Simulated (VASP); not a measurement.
# W (Im-3m) in VASP: notebook

Runs on W. Level: LDA. Tasks: single point, relaxation of cell and atoms.

Everything below comes from runs of VASP 6.6.1. Logs are shortened: lines on timing, memory, paths and dates and some standing lists are left out, and cuts for length are marked.

## Step 1: The cell of the first run

The structure is cubic, space group Im-3m (No. 229). Conventional cell: a = 3.135 Å, b = 3.135 Å, c = 3.135 Å, α = 90.00°, β = 90.00°, γ = 90.00°. Within 3.6 Å of W (site symmetry m-3m) lie 14 W at 2.71 to 3.13 Å.

## Step 2: Single point, LDA

INCAR

```
SYSTEM = W
PREC     = Accurate       ! precision mode
ENCUT    = 520            ! plane-wave cutoff, eV
EDIFF    = 1E-7           ! SCF threshold, eV
ISMEAR   = 0              ! smearing method
SIGMA    = 0.1            ! smearing width, eV
LREAL    = .FALSE.        ! projectors in reciprocal space
LASPH    = .TRUE.         ! aspherical terms in the spheres
NELM     = 80             ! most SCF steps
ALGO     = Fast           ! electronic algorithm
ISIF     = 2              ! what is computed and relaxed
LWAVE    = .FALSE.        ! write WAVECAR
LCHARG   = .FALSE.        ! write CHGCAR
NBANDS   = 13             ! bands
```

KPOINTS

```
regular mesh
0
G
  16 16 16
  0 0 0
```

POSCAR

```
W
1.0
   -1.5674501438      1.5674501438      1.5674501438
    1.5674501438     -1.5674501438      1.5674501438
    1.5674501438      1.5674501438     -1.5674501438
W
1
Direct
    0.0000000000      0.0000000000      0.0000000000
```

Potentials or basis: VASP PAW LDA potentials, release 64 (W_sv).

Run with:

```sh
cat potpaw_LDA.64/W_sv/POTCAR > POTCAR
mpirun -np 1 vasp_std > vasp.out
```

OUTCAR:

```text
SYSTEM = W
   PREC = Accurate
   ENCUT = 520
   EDIFF = 1E-7
   ISMEAR = 0
   LREAL = .FALSE.
   LASPH = .TRUE.
   NELM = 80
   ISIF = 2

 ion  position               nearest neighbor table
   1  0.000  0.000  0.000-

  LATTYP: Found a body centered cubic cell.
 ALAT       =     3.1349002876

  Lattice vectors:

 A1 = (  -1.5674501438,   1.5674501438,   1.5674501438)
 A2 = (   1.5674501438,  -1.5674501438,   1.5674501438)
 A3 = (   1.5674501438,   1.5674501438,  -1.5674501438)

Analysis of symmetry for initial positions (statically):
=====================================================================
 Subroutine PRICEL returns:
 Original cell was already a primitive cell.

 Routine SETGRP: Setting up the symmetry group for a
 body centered cubic supercell.

 Subroutine GETGRP returns: Found 48 space group operations
 (whereof 48 operations were pure point group operations)
 out of a pool of 48 trial point group operations.

The static configuration has the point symmetry O_h .

Analysis of symmetry for dynamics (positions and initial velocities):
=====================================================================
 Subroutine PRICEL returns:
 Original cell was already a primitive cell.

 Routine SETGRP: Setting up the symmetry group for a
 body centered cubic supercell.

 Subroutine GETGRP returns: Found 48 space group operations
 (whereof 48 operations were pure point group operations)
 out of a pool of 48 trial point group operations.

The dynamic configuration has the point symmetry O_h .

 Subroutine INISYM returns: Found 48 space group operations
 (whereof 48 operations are pure point group operations),
 and found     1 'primitive' translations

----------------------------------------------------------------------------------------

                                     Primitive cell

  volume of cell :      15.4043

  direct lattice vectors                    reciprocal lattice vectors
    -1.567450144  1.567450144  1.567450144     0.000000000  0.318989412  0.318989412
     1.567450144 -1.567450144  1.567450144     0.318989412  0.000000000  0.318989412
     1.567450144  1.567450144 -1.567450144     0.318989412  0.318989412  0.000000000

  length of vectors
     2.714903287  2.714903287  2.714903287     0.451119153  0.451119153  0.451119153

  position of ions in fractional coordinates (direct lattice)
     0.000000000  0.000000000  0.000000000

  ion indices of the primitive-cell ions
   primitive index   ion index
                 1           1

----------------------------------------------------------------------------------------

 KPOINTS: regular mesh

Automatic generation of k-mesh.
 Grid dimensions read from file:
 generate k-points for:   16   16   16

 Generating k-lattice:

  Cartesian coordinates                     Fractional coordinates (reciprocal lattice)
     0.000000000  0.019936838  0.019936838     0.062500000  0.000000000  0.000000000
     0.019936838  0.000000000  0.019936838     0.000000000  0.062500000  0.000000000
     0.019936838  0.019936838  0.000000000     0.000000000  0.000000000  0.062500000

  Length of vectors
     0.028194947  0.028194947  0.028194947

  Shift w.r.t. Gamma in fractional coordinates (k-lattice)
     0.000000000  0.000000000  0.000000000

 Subroutine IBZKPT returns following result:
 ===========================================

 Found    145 irreducible k-points:

 Following reciprocal coordinates:
            Coordinates               Weight
  0.000000  0.000000  0.000000      1.000000
  0.062500  0.000000  0.000000     12.000000
  0.125000  0.000000  0.000000     12.000000
  0.187500  0.000000  0.000000     12.000000
  0.250000  0.000000  0.000000     12.000000
  0.312500  0.000000  0.000000     12.000000
[... 16 lines left out ...]
  0.187500  0.187500  0.000000     24.000000
  0.250000  0.187500 -0.000000     48.000000
 [... further k-points ...]
   k-points           NKPTS =    145   k-points in BZ     NKDIM =    145   number of bands    NBANDS=     13
   number of dos      NEDOS =    301   number of ions     NIONS =      1
   total plane-waves  NPLWV =   8000
   dimension x,y,z NGX =    20 NGY =   20 NGZ =   20
   dimension x,y,z NGXF=    40 NGYF=   40 NGZF=   40
   ions per type =               1
   NGX,Y,Z   is equivalent  to a cutoff of  12.25, 12.25, 12.25 a.u.
   NGXF,Y,Z  is equivalent  to a cutoff of  24.49, 24.49, 24.49 a.u.
 SYSTEM =  W
   PREC   = accura    normal or accurate (medium, high low for compatibility)
   ISTART =      0    job   : 0-new  1-cont  2-samecut
   ICHARG =      2    charge: 1-file 2-atom 10-const
   ISPIN  =      1    spin polarized calculation?
   LNONCOLLINEAR =      F non collinear calculations
   LSORBIT =      F    spin-orbit coupling
   LASPH  =      T    aspherical Exc in radial PAW
   ENCUT  =  520.0 eV  38.22 Ry    6.18 a.u.   5.05  5.05  5.05*2*pi/ulx,y,z
   NELM   =     80;   NELMIN=  2; NELMDL= -5     # of ELM steps
   EDIFF  = 0.1E-06   stopping-criterion for ELM
   LREAL  =      F    real-space projection
   EDIFFG = 0.1E-05   stopping-criterion for IOM
   NSW    =      0    number of steps for IOM
   IBRION =     -1    ionic relax: 0-MD 1-quasi-New 2-CG
   NFREE  =      0    steps in history (QN), initial steepest desc. (CG)
   ISIF   =      2    stress and relaxation
   ISYM   =      2    0-nonsym 1-usesym 2-fastsym
   POTIM  = 0.5000    time-step for ionic-motion
   TEBEG  =    0.0;   TEEND  =   0.0 temperature during run
   PSTRESS=    0.0 pullay stress
   NELECT =      14.0000    total number of electrons
   NUPDOWN=      -1.0000    fix difference up-down
   EMIN   =  10.00;   EMAX   =-10.00  energy-range for DOS
   EFERMI =   0.00;   METHOD = LEGACY
   ISMEAR =     0;   SIGMA  =   0.10  broadening in eV -4-tet -1-fermi 0-gaus
   EFERMI_NEDOS =   21; number of points for ismear=-14 and -15
   IALGO  =     68    algorithm
   IMIX   =      4    mixing-type and parameters
     AMIX     =   0.40;   BMIX     =  1.00
     AMIX_MAG =   1.60;   BMIX_MAG =  1.00
  volume/ion in A,a.u.               =      15.40       103.95
  Fermi-wavevector in a.u.,A,eV,Ry     =   1.585759  2.996649 34.213628  2.514631
  Thomas-Fermi vector in A             =   2.685174
   LORBIT       =      0    0 simple, 1 ext, 2 COOP (PROOUT), +10 PAW based schemes
   GGA     = CA    functional components
   LHFCALC =     F    Hartree Fock is set to
   AEXX    =    0.0000 exact exchange contribution
   IVDW    =     0    specifies the selected vdW correction
   LEPSILON=     F    determine dielectric tensor
   LRPA    =     F    only Hartree local field effects (RPA)
 non-spin polarized calculation
 RMM-DIIS sequential band-by-band and
 Gauss-broadening in eV      SIGMA  =   0.10
  energy-cutoff  :      520.00
  volume of cell :       15.40
 maximum number of plane-waves:       428
   NGX =  9   NGY =  9   NGZ =  9

 number of electron      14.0000004 magnetization

 Free energy of the ion-electron system (eV)
  ---------------------------------------------------
  ext. energy  EPLUGINS =         0.00000000
  ---------------------------------------------------
  free energy    TOTEN  =       -14.11018151 eV

  energy without entropy =      -14.10738609  energy(sigma->0) =      -14.10878380

 E-fermi :  11.7700     XC(G=0): -13.9908

 val. band max:       11.7602001667   @ k =  -0.2500   0.2500   0.1250
 cond. band min:      11.7700825578   @ k =  -0.3125   0.3125   0.1875
 fundamental gap:      0.0098823911
 Fermi energy:        11.7700456303

 k-point     1 :       0.0000    0.0000    0.0000
  band No.  band energies     occupation
      1     -61.9712      2.00000
      2     -25.7333      2.00000
      3     -25.7333      2.00000
      4     -25.7333      2.00000
      5       2.0406      2.00000
      6      10.4309      2.00000
      7      10.4309      2.00000
      8      10.4309      2.00000
      9      13.9968      0.00000
     10      13.9968      0.00000
     11      26.3790      0.00000
     12      26.3790      0.00000
     13      26.3790      0.00000

 k-point     2 :       0.0625    0.0000    0.0000
  band No.  band energies     occupation
      1     -61.9653      2.00000
      2     -25.7930      2.00000
      3     -25.7518      2.00000
      4     -25.7337      2.00000
      5       2.2377      2.00000
      6      10.3110      2.00000
      7      10.4045      2.00000
      8      10.6211      2.00000
      9      13.8048      0.00000
     10      13.9978      0.00000
     11      26.5486      0.00000
     12      26.7112      0.00000
     13      26.8705      0.00000

 k-point     3 :       0.1250    0.0000    0.0000
  band No.  band energies     occupation
      1     -61.9484      2.00000
      2     -25.9606      2.00000
      3     -25.8040      2.00000
      4     -25.7347      2.00000
      5       2.7987      2.00000
      6       9.9874      2.00000
      7      10.2832      2.00000
      8      11.1841      2.00000
      9      13.4349      0.00000
     10      14.0129      0.00000
     11      26.9540      0.00000
     12      27.6699      0.00000
     13      28.0770      0.00000

 k-point     4 :       0.1875    0.0000    0.0000
  band No.  band energies     occupation
      1     -61.9231      2.00000
      2     -26.2050      2.00000
      3     -25.8812      2.00000
      4     -25.7362      2.00000
      5       3.6234      2.00000
      6       9.5437      2.00000
      7      10.0294      2.00000
      8      12.0953      0.00000
      9      13.2483      0.00000
     10      14.0701      0.00000
     11      27.2040      0.00000
     12      29.1538      0.00000
     13      29.1633      0.00000

 k-point     5 :       0.2500    0.0000    0.0000
  band No.  band energies     occupation
      1     -61.8931      2.00000
      2     -26.4840      2.00000
      3     -25.9711      2.00000
      4     -25.7380      2.00000
      5       4.5072      2.00000
      6       9.0703      2.00000
      7       9.8352      2.00000
      8      13.3098      0.00000
      9      13.3656      0.00000
     10      14.1945      0.00000
     11      26.7197      0.00000
     12      28.7263      0.00000
     13      31.0848      0.00000
[... 257 lines left out ...]
 k-point    22 :       0.4375    0.1250    0.0000
  band No.  band energies     occupation
      1     -61.8085      2.00000
      2     -27.1033      2.00000
      3     -26.2722      2.00000
      4     -25.8203      2.00000
      5       5.8418      2.00000
      6       8.1604      2.00000
      7      11.4531      1.99999
      8      13.7273      0.00000
      9      15.3740      0.00000
     10      19.0817      0.00000
     11      22.4558      0.00000
     12      24.4547      0.00000
     13      28.5558      0.00000

 k-point    23 :       0.1875    0.1875    0.0000
  band No.  band energies     occupation
      1     -61.8560      2.00000
      2     -26.7238      2.00000
      3     -26.0840      2.00000
      4     -25.8394      2.00000
      5       5.8050      2.00000
      6       8.7629      2.00000
      7       9.1656      2.00000
      8      13.0252      0.00000
      9      14.8019      0.00000
     10      15.6158      0.00000
     11      26.0086      0.00000
     12      28.3711      0.00000
     13      30.7965      0.00000

 k-point    24 :       0.2500    0.1875   -0.0000
  band No.  band energies     occupation
      1     -61.8323      2.00000
      2     -26.8665      2.00000
      3     -26.2050      2.00000
      4     -25.8586      2.00000
      5       6.3376      2.00000
      6       8.4952      2.00000
      7       9.4066      2.00000
      8      13.3062      0.00000
      9      14.9040      0.00000
     10      17.2724      0.00000
     11      24.5870      0.00000
     12      27.3898      0.00000
     13      29.3460      0.00000

 [... further k-points ...]
[... 5 lines left out ...]
  --------------------------------------------------------------------------------------
  -------------------------------------------------------------------------------------
  Total        0.1816073      0.1816073      0.1816073      0.0000000     -0.0000000      0.0000000
  in kB       18.8887231     18.8887231     18.8887231      0.0000000     -0.0000000      0.0000000
  external PRESSURE =      18.8887231 kB  Pullay stress =       0.0000000 kB

 VOLUME and BASIS-vectors are now :
 -----------------------------------------------------------------------------
  energy-cutoff  :      520.00
  volume of cell :       15.40
      direct lattice vectors                 reciprocal lattice vectors
    -1.567450144  1.567450144  1.567450144     0.000000000  0.318989412  0.318989412
     1.567450144 -1.567450144  1.567450144     0.318989412  0.000000000  0.318989412
     1.567450144  1.567450144 -1.567450144     0.318989412  0.318989412  0.000000000

 POSITION                                       TOTAL-FORCE (eV/Angst)
 -----------------------------------------------------------------------------------
      0.00000      0.00000      0.00000        -0.000000      0.000000     -0.000000
 -----------------------------------------------------------------------------------
    total drift:                                0.000000     -0.000000      0.000000

  FREE ENERGIE OF THE ION-ELECTRON SYSTEM (eV)
  ---------------------------------------------------
  free  energy   TOTEN  =       -14.1101815132 eV

  energy  without entropy=      -14.1073860896  energy(sigma->0) =      -14.10878380
```

It took 20 s on 1 thread of Intel Xeon 6975P-C (Granite Rapids), shared host; peak memory 0.13 GiB.

What came out:

| Item | Value |
| --- | --- |
| Free energy | -14.1102 eV |
| Pressure | 1.9 GPa |
| Band gap on the k mesh | zero (band 7 reaches 17.10 eV, above the bottom of band 8 at 10.43 eV) |

Levels at points of the mesh, in eV from the Fermi level:
| k point | band 4 | band 5 | band 6 | band 7 | band 8 | band 9 | band 10 | band 11 |
| --- | --- | --- | --- | --- | --- | --- | --- | --- |
| (0.00, 0.00, 0.00) | -37.50 | -9.73 | -1.34 | -1.34 | -1.34 | 2.23 | 2.23 | 14.61 |
| (0.50, 0.00, 0.00) | -37.51 | -6.47 | -3.76 | 0.91 | 2.15 | 3.14 | 6.37 | 11.53 |
| (0.50, 0.50, 0.50) | -38.51 | -6.11 | -6.11 | 5.33 | 5.33 | 5.33 | 8.56 | 8.56 |

Caveat: spin-orbit coupling is left out, which moves the levels of the heavy elements.

(Continued in part 2 of 2.)
